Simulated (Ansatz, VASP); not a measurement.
# Two plane-wave programs on Ge

POSCAR

```
Ge
1.0
    4.0232197949      0.0000000000      0.0000000000
   -2.0116098974      3.4842105474      0.0000000000
    0.0000000000      0.0000000000     10.9195758440
Ge
4
Direct
    0.6666666667      0.3333333333      0.4148480000
    0.3333333333      0.6666666667      0.9148480000
    0.0000000000      0.0000000000      0.4774520000
    0.0000000000      0.0000000000      0.9774520000
```

File INCAR.step1:

```
SYSTEM = Ge
  ALGO = Normal
  EDIFF = 1E-4
  ENCUT = 520
  GGA = PE
  ISMEAR = -1
  LASPH = .True.
  LCHARG = .False.
  LREAL = .False.
  LWAVE = .True.
  NBANDS = 36
  NELM = 60
  PREC = Accurate
  SIGMA = 0.05
```

The input INCAR.step2:

```
SYSTEM = Ge
  ALGO = Normal
  EDIFF = 1E-6
  ENCUT = 520
  ISIF = 2
  ISMEAR = -1
  ISTART = 1
  LASPH = .True.
  LCHARG = .False.
  LMIXTAU = .True.
  LREAL = .False.
  LWAVE = .False.
  METAGGA = R2SCAN
  NBANDS = 36
  NELM = 60
  PREC = Accurate
  SIGMA = 0.05
```

KPOINTS

```
k-points
0
Gamma
  6 6 2
  0 0 0
```

Contents of input.yaml:

```yaml
crystal:
  lattice:
    - [4.0232197949, 0.0, 0.0]
    - [-2.0116098974, 3.4842105474, 0.0]
    - [0.0, 0.0, 10.919575844]
  atoms:
    - { symbol: Ge, position: [0.6666666667, 0.3333333333, 0.414848] }
    - { symbol: Ge, position: [0.3333333333, 0.6666666667, 0.914848] }
    - { symbol: Ge, position: [0.0, 0.0, 0.477452] }
    - { symbol: Ge, position: [0.0, 0.0, 0.977452] }
hamiltonian:
  xc: r2scan
  pseudopotentials: { kind: paw }
kpoints:
  mp_grid: { grid: [6, 6, 2] }
scf:
  occupations: { method: fermi_dirac, width: 0.05 }
output:
  forces: true
  stress: true
  eigenvalues: true
```

Alike in both runs: task single point; functional r2SCAN; k mesh 6 × 6 × 2; occupations fermi-dirac, width 0.05 eV; no spin polarisation.

|  | VASP | Ansatz |
| --- | --- | --- |
| version | VASP 6.6.1 | Ansatz 0.2.0 |
| potentials or method | VASP PAW PBE potentials, release 64 (Ge_d) | Ansatz PAW |
| plane-wave cutoff (eV) | 520 | 500 |
| valence electrons in the cell | 56 | 56 |

|  | VASP | Ansatz | Ansatz less VASP |
| --- | --- | --- | --- |
| gap on the k mesh at the Fermi level (eV) | none | none | - |
| pressure (GPa) | -1.2 | -1.2 | -0.03 |
| traceless stress, the component that is largest in VASP (GPa) | 0.33 | 0.36 | +0.027 |
| rms of the force components (eV/Å) | 0.112 | 0.122 | +0.0099 |

VASP's potentials were made for PBE, not for r2SCAN. Atom by atom the forces differ by 0.010 eV/Å (rms over components). A gap of «none» marks a metal or a gap that the smearing closes. With one functional, cell and mesh, what is left measures potentials, basis and numerics.
